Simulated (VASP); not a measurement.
# Rh (Fm-3m) in VASP: notebook

Rh is run at these levels: r2SCAN50, PBEsol-based screened hybrid with 25 % exact exchange; tasks: single point.

Program: VASP 6.6.1. These are calculated values, not measurements. Logs are shortened: lines on timing, memory, paths and dates and some standing lists are left out, and cuts for length are marked.

### Step 1. The cell of the first run

It takes space group Fm-3m (No. 225, cubic). The conventional cell has a = 3.796 Å, b = 3.796 Å, c = 3.796 Å, α = 90.00°, β = 90.00°, γ = 90.00°. Rh (site symmetry m-3m) has 12 Rh at 2.68 Å within 3.5 Å.

### Step 2. Single point, r2SCAN50

Contents of POSCAR:

```
Rh
1.0
    0.0000000000      1.8978500000      1.8978500000
    1.8978500000      0.0000000000      1.8978500000
    1.8978500000      1.8978500000      0.0000000000
Rh
1
Direct
    0.0000000000      0.0000000000      0.0000000000
```

Contents of INCAR.step1:

```
PREC     = Accurate       # precision mode
ENCUT    = 520            # plane-wave cutoff, eV
EDIFF    = 1E-5           # SCF threshold, eV
ISMEAR   = -1             # smearing method
SIGMA    = 0.05           # smearing width, eV
LREAL    = F              # projectors in reciprocal space
LASPH    = T              # aspherical terms in the spheres
NELM     = 80             # most SCF steps
ALGO     = Normal         # electronic algorithm
ISIF     = 2              # what is computed and relaxed
LWAVE    = T              # write WAVECAR
NBANDS   = 14             # bands
GGA      = PE             # functional
```

Contents of INCAR.step2:

```
PREC     = Accurate       # precision mode
ENCUT    = 520            # plane-wave cutoff, eV
EDIFF    = 1E-7           # SCF threshold, eV
ISMEAR   = -1             # smearing method
SIGMA    = 0.05           # smearing width, eV
LREAL    = F              # projectors in reciprocal space
LASPH    = T              # aspherical terms in the spheres
NELM     = 80             # most SCF steps
ALGO     = Normal         # electronic algorithm
ISIF     = 2              # what is computed and relaxed
LWAVE    = F              # write WAVECAR
LCHARG   = T              # write CHGCAR
METAGGA  = R2SCAN         # meta-GGA
LHFCALC  = T              # exact exchange
AEXX     = 0.5            # exact-exchange fraction
LMIXTAU  = T            
PRECFOCK = Normal       
LELF     = T              # ELF
LVHAR    = T            
NBANDS   = 14             # bands
ISTART   = 1
```

Contents of KPOINTS:

```
Automatic mesh
0
Gamma
  6 6 6
```

Potentials or basis: VASP PAW PBE potentials, release 64 (Rh_pv).

Command:

```
$ cat potpaw_PBE.64/Rh_pv/POTCAR > POTCAR
$ cp INCAR.step1 INCAR
$ mpirun -np 1 vasp_std > vasp.out
$ cp INCAR.step2 INCAR
$ mpirun -np 1 vasp_std > vasp.out
```

OUTCAR:

```text
PREC = Accurate
   ENCUT = 520
   EDIFF = 1E-7
   ISMEAR = -1
   LREAL = F
   LASPH = T
   NELM = 80
   ISIF = 2
   METAGGA = R2SCAN
   LHFCALC = T
   AEXX = 0.5
   PRECFOCK = Normal
   ISTART = 1

 ion  position               nearest neighbor table
   1  0.000  0.000  0.000-

  LATTYP: Found a face centered cubic cell.
 ALAT       =     3.7957000000

  Lattice vectors:

 A1 = (   0.0000000000,   1.8978500000,   1.8978500000)
 A2 = (   1.8978500000,   0.0000000000,   1.8978500000)
 A3 = (   1.8978500000,   1.8978500000,   0.0000000000)

Analysis of symmetry for initial positions (statically):
=====================================================================
 Subroutine PRICEL returns:
 Original cell was already a primitive cell.

 Routine SETGRP: Setting up the symmetry group for a
 face centered cubic supercell.

 Subroutine GETGRP returns: Found 48 space group operations
 (whereof 48 operations were pure point group operations)
 out of a pool of 48 trial point group operations.

The static configuration has the point symmetry O_h .

Analysis of symmetry for dynamics (positions and initial velocities):
=====================================================================
 Subroutine PRICEL returns:
 Original cell was already a primitive cell.

 Routine SETGRP: Setting up the symmetry group for a
 face centered cubic supercell.

 Subroutine GETGRP returns: Found 48 space group operations
 (whereof 48 operations were pure point group operations)
 out of a pool of 48 trial point group operations.

The dynamic configuration has the point symmetry O_h .

 Subroutine INISYM returns: Found 48 space group operations
 (whereof 48 operations are pure point group operations),
 and found     1 'primitive' translations

----------------------------------------------------------------------------------------

                                     Primitive cell

  volume of cell :      13.6715

  direct lattice vectors                    reciprocal lattice vectors
     0.000000000  1.897850000  1.897850000    -0.263456016  0.263456016  0.263456016
     1.897850000  0.000000000  1.897850000     0.263456016 -0.263456016  0.263456016
     1.897850000  1.897850000  0.000000000     0.263456016  0.263456016 -0.263456016

  length of vectors
     2.683965209  2.683965209  2.683965209     0.456319205  0.456319205  0.456319205

  position of ions in fractional coordinates (direct lattice)
     0.000000000  0.000000000  0.000000000

  ion indices of the primitive-cell ions
   primitive index   ion index
                 1           1

----------------------------------------------------------------------------------------

 KPOINTS: Automatic mesh

Automatic generation of k-mesh.
 Grid dimensions read from file:
 generate k-points for:    6    6    6

 Generating k-lattice:

  Cartesian coordinates                     Fractional coordinates (reciprocal lattice)
    -0.043909336  0.043909336  0.043909336     0.166666667  0.000000000  0.000000000
     0.043909336 -0.043909336  0.043909336     0.000000000  0.166666667  0.000000000
     0.043909336  0.043909336 -0.043909336     0.000000000  0.000000000  0.166666667

  Length of vectors
     0.076053201  0.076053201  0.076053201

  Shift w.r.t. Gamma in fractional coordinates (k-lattice)
     0.000000000  0.000000000  0.000000000

 Subroutine IBZKPT returns following result:
 ===========================================

 Found     16 irreducible k-points:

 Following reciprocal coordinates:
            Coordinates               Weight
  0.000000  0.000000  0.000000      1.000000
  0.166667  0.000000  0.000000      8.000000
  0.333333  0.000000  0.000000      8.000000
  0.500000  0.000000  0.000000      4.000000
  0.166667  0.166667  0.000000      6.000000
  0.333333  0.166667  0.000000     24.000000
[... 8 lines left out ...]
 -0.333333  0.333333  0.166667     24.000000
 -0.333333  0.500000  0.166667     12.000000
   k-points           NKPTS =     16   k-points in BZ     NKDIM =    216   number of bands    NBANDS=     14
   number of dos      NEDOS =    301   number of ions     NIONS =      1
   total plane-waves  NPLWV =   8000
   dimension x,y,z NGX =    20 NGY =   20 NGZ =   20
   dimension x,y,z NGXF=    40 NGYF=   40 NGZF=   40
   ions per type =               1
   NGX,Y,Z   is equivalent  to a cutoff of  12.39, 12.39, 12.39 a.u.
   NGXF,Y,Z  is equivalent  to a cutoff of  24.78, 24.78, 24.78 a.u.
 SYSTEM =  unknown system
   PREC   = accura    normal or accurate (medium, high low for compatibility)
   ISTART =      1    job   : 0-new  1-cont  2-samecut
   ICHARG =      0    charge: 1-file 2-atom 10-const
   ISPIN  =      1    spin polarized calculation?
   LNONCOLLINEAR =      F non collinear calculations
   LSORBIT =      F    spin-orbit coupling
   LASPH  =      T    aspherical Exc in radial PAW
   ENCUT  =  520.0 eV  38.22 Ry    6.18 a.u.   4.99  4.99  4.99*2*pi/ulx,y,z
   NELM   =     80;   NELMIN=  2; NELMDL=  0     # of ELM steps
   EDIFF  = 0.1E-06   stopping-criterion for ELM
   LREAL  =      F    real-space projection
   EDIFFG = 0.1E-05   stopping-criterion for IOM
   NSW    =      0    number of steps for IOM
   IBRION =     -1    ionic relax: 0-MD 1-quasi-New 2-CG
   NFREE  =      0    steps in history (QN), initial steepest desc. (CG)
   ISIF   =      2    stress and relaxation
   ISYM   =      3    0-nonsym 1-usesym 2-fastsym
   POTIM  = 0.5000    time-step for ionic-motion
   TEBEG  =    0.0;   TEEND  =   0.0 temperature during run
   PSTRESS=    0.0 pullay stress
   NELECT =      15.0000    total number of electrons
   NUPDOWN=      -1.0000    fix difference up-down
   EMIN   =  10.00;   EMAX   =-10.00  energy-range for DOS
   EFERMI =   0.00;   METHOD = LEGACY
   ISMEAR =    -1;   SIGMA  =   0.05  broadening in eV -4-tet -1-fermi 0-gaus
   EFERMI_NEDOS =   21; number of points for ismear=-14 and -15
   IALGO  =     38    algorithm
   IMIX   =      1    mixing-type and parameters
     AMIX     =   0.40;   BMIX     =  1.00
     AMIX_MAG =   1.60;   BMIX_MAG =  1.00
  volume/ion in A,a.u.               =      13.67        92.26
  Fermi-wavevector in a.u.,A,eV,Ry     =   1.688496  3.190795 38.790465  2.851019
  Thomas-Fermi vector in A             =   2.770792
   LORBIT       =      0    0 simple, 1 ext, 2 COOP (PROOUT), +10 PAW based schemes
   METAGGA = R2SCAN    functional components
   LHFCALC =     T    Hartree Fock is set to
   PRECFOCK=normal    Normal, Fast or Accurate (Low or Medium for compatibility)
   ENCUT4O =  -1.0   cutoff for four orbital integrals eV
   NKREDX  =     1    reduce k-point grid by
   NKREDY  =     1    reduce k-point grid by
   NKREDZ  =     1    reduce k-point grid by
   AEXX    =    0.5000 exact exchange contribution
   HFSCREEN=    0.0000 screening length (either q_TF or 0.3 A-1)
   HFSCREENC=   0.0000 screening length for correlation (either q_TF or 0.3 A-1)
   ENCUTFOCK=  -1.0 apply spherical cutoff to Coloumb kernel
   IVDW    =     0    specifies the selected vdW correction
   LEPSILON=     F    determine dielectric tensor
   LRPA    =     F    only Hartree local field effects (RPA)
 non-spin polarized calculation
  energy-cutoff  :      520.00
  volume of cell :       13.67
 maximum number of plane-waves:       375
  NGX = 16; NGY = 16; NGZ = 16

 number of electron      15.0000007 magnetization

 Free energy of the ion-electron system (eV)
  ---------------------------------------------------
  ext. energy  EPLUGINS =         0.00000000
  ---------------------------------------------------
  free energy    TOTEN  =       -19.93899126 eV

  energy without entropy =      -19.93898962  energy(sigma->0) =      -19.93899044

 E-fermi :  10.7708     XC(G=0):  -8.3622

 val. band max:       10.1527902302   @ k =   0.3333   0.3333   0.0000
 cond. band min:      11.2924173783   @ k =   0.5000   0.5000   0.0000
 fundamental gap:      1.1396271481
 Fermi energy:        10.7708409158

 k-point     1 :       0.0000    0.0000    0.0000
  band No.  band energies     occupation
      1     -42.6907      2.00000
      2     -42.6906      2.00000
      3     -42.6906      2.00000
      4       0.6216      2.00000
      5       6.0660      2.00000
      6       6.0660      2.00000
      7       6.0660      2.00000
      8       7.8800      2.00000
      9       7.8800      2.00000
     10      30.5639      0.00000
     11      36.7220      0.00000
     12      36.7220      0.00000
     13      36.7220      0.00000
     14      42.1961      0.00000

 k-point     2 :       0.1667    0.0000    0.0000
  band No.  band energies     occupation
      1     -42.9624      2.00000
      2     -42.7346      2.00000
      3     -42.7346      2.00000
      4       1.8959      2.00000
      5       5.8027      2.00000
      6       6.4072      2.00000
      7       6.4072      2.00000
      8       8.0520      2.00000
      9       8.0520      2.00000
     10      32.0737      0.00000
     11      32.6961      0.00000
     12      38.4507      0.00000
     13      38.4507      0.00000
     14      42.2082      0.00000

 k-point     3 :       0.3333    0.0000    0.0000
  band No.  band energies     occupation
      1     -43.4944      2.00000
      2     -42.8177      2.00000
      3     -42.8177      2.00000
      4       2.6219      2.00000
      5       5.8301      2.00000
      6       5.8301      2.00000
      7       8.3345      2.00000
      8       9.9601      2.00000
      9       9.9601      2.00000
     10      27.3404      0.00000
     11      31.5200      0.00000
     12      39.3695      0.00000
     13      39.3695      0.00000
     14      42.2041      0.00000
[... 188 lines left out ...]
 k-point    15 :      -0.3333    0.3333    0.1667
  band No.  band energies     occupation
      1     -43.5196      2.00000
      2     -43.2627      2.00000
      3     -43.0074      2.00000
      4       3.6860      2.00000
      5       4.4248      2.00000
      6       5.9673      2.00000
      7       7.5818      2.00000
      8      12.6735      0.00000
      9      21.0991      0.00000
     10      23.0617      0.00000
     11      29.6085      0.00000
     12      29.8706      0.00000
     13      38.2585      0.00000
     14      42.2094      0.00000

 k-point    16 :      -0.3333    0.5000    0.1667
  band No.  band energies     occupation
      1     -43.5468      2.00000
      2     -43.2481      2.00000
      3     -43.1030      2.00000
      4       2.6689      2.00000
      5       3.6589      2.00000
      6       7.4763      2.00000
      7       8.4704      2.00000
      8      13.5848      0.00000
      9      21.2929      0.00000
     10      26.2365      0.00000
     11      26.2432      0.00000
     12      27.4624      0.00000
     13      40.0669      0.00000
     14      42.1958      0.00000

------------------------ aborting loop because EDIFF is reached ----------------------------------------

  FORCE on cell =-STRESS in cart. coord.  units (eV):
  Direction    XX          YY          ZZ          XY          YZ          ZX
  --------------------------------------------------------------------------------------
  -------------------------------------------------------------------------------------
  Total       -1.1519796     -1.1519796     -1.1519796      0.0000000     -0.0000000     -0.0000000
  in kB     -135.0018452   -135.0018452   -135.0018452      0.0000000     -0.0000000     -0.0000000
  external PRESSURE =    -135.0018452 kB  Pullay stress =       0.0000000 kB

 VOLUME and BASIS-vectors are now :
 -----------------------------------------------------------------------------
  energy-cutoff  :      520.00
  volume of cell :       13.67
      direct lattice vectors                 reciprocal lattice vectors
     0.000000000  1.897850000  1.897850000    -0.263456016  0.263456016  0.263456016
     1.897850000  0.000000000  1.897850000     0.263456016 -0.263456016  0.263456016
     1.897850000  1.897850000  0.000000000     0.263456016  0.263456016 -0.263456016

 POSITION                                       TOTAL-FORCE (eV/Angst)
 -----------------------------------------------------------------------------------
      0.00000      0.00000      0.00000         0.000000     -0.000000      0.000000
 -----------------------------------------------------------------------------------
    total drift:                                0.000000      0.000000      0.000000

  FREE ENERGIE OF THE ION-ELECTRON SYSTEM (eV)
  ---------------------------------------------------
  free  energy   TOTEN  =       -19.9389912604 eV

  energy  without entropy=      -19.9389896191  energy(sigma->0) =      -19.93899044
```

Run time: 19 min. Hardware: 1 thread of Intel Xeon Platinum 8259CL at 2.50GHz (Skylake/Cascade Lake), shared host; peak memory 0.14 GiB.

What came out:

```yaml
Free_energy: -19.9390 eV
Pressure: -13.5 GPa
Band_gap_on_the_k_mesh: zero (an odd number of electrons rules out a gap without spin polarisation)
```

Caveat: the k points lie up to 0.48 Å⁻¹ apart, too coarse for converged energies and pressures of a metal; the PAW data sets were made with another functional, which shifts forces and pressure a little.

### Step 3. Single point, PBEsol-based screened hybrid with 25 % exact exchange

POSCAR is that of step 2.

Contents of INCAR.step1:

```
SYSTEM = Rh
  PREC = Accurate
  ENCUT = 520
  EDIFF = 1E-5
  ISMEAR = -1
  SIGMA = 0.05
  LREAL = .FALSE.
  LASPH = .TRUE.
  NELM = 80
  ALGO = Normal
  ISIF = 2
  LWAVE = .TRUE.
  LCHARG = .FALSE.
  GGA = PE
  NBANDS = 14
```

Contents of INCAR.step2:

```
SYSTEM = Rh
  PREC = Accurate
  ENCUT = 520
  EDIFF = 1E-6
  ISMEAR = -1
  SIGMA = 0.05
  LREAL = .FALSE.
  LASPH = .TRUE.
  NELM = 80
  ALGO = Normal
  ISIF = 2
  LWAVE = .FALSE.
  LCHARG = .FALSE.
  GGA = PS
  LHFCALC = .TRUE.
  AEXX = 0.25
  HFSCREEN = 0.207
  PRECFOCK = Normal
  ISTART = 1
  NBANDS = 14
```

Contents of KPOINTS:

```
regular mesh
0
G
  6 6 6
  0 0 0
```

Potentials or basis: VASP PAW PBE potentials, release 64 (Rh_pv).

Command:

```
$ cat potpaw_PBE.64/Rh_pv/POTCAR > POTCAR
$ cp INCAR.step1 INCAR
$ mpirun -np 1 vasp_std > vasp.out
$ cp INCAR.step2 INCAR
$ mpirun -np 1 vasp_std > vasp.out
```

Wall time 12 min (1 thread of Intel Xeon Platinum 8259CL at 2.50GHz (Skylake/Cascade Lake), shared host); peak memory 0.23 GiB.

It converged, with:

```
Free energy            : -8.9700 eV
Pressure               : -9.0 GPa
Band gap on the k mesh : zero (an odd number of electrons rules out a gap without spin polarisation)
```

Levels at points of the mesh, in eV from the Fermi level:
| k point | band 5 | band 6 | band 7 | band 8 | band 9 | band 10 |
| --- | --- | --- | --- | --- | --- | --- |
| (0.00, 0.00, 0.00) | -3.51 | -3.51 | -3.51 | -1.36 | -1.36 | 17.41 |
| (0.50, 0.00, 0.00) | -3.74 | -3.74 | 0.87 | 0.87 | 1.12 | 10.12 |
| (0.50, 0.50, 0.00) | -6.74 | 0.53 | 1.46 | 1.46 | 3.91 | 13.86 |

Caveat: the k points lie up to 0.48 Å⁻¹ apart, too coarse for converged energies and pressures of a metal; the PAW data sets were made with another functional, which shifts forces and pressure a little.

The gap in the log of VASP goes by the Fermi energy; the results here count the filled bands.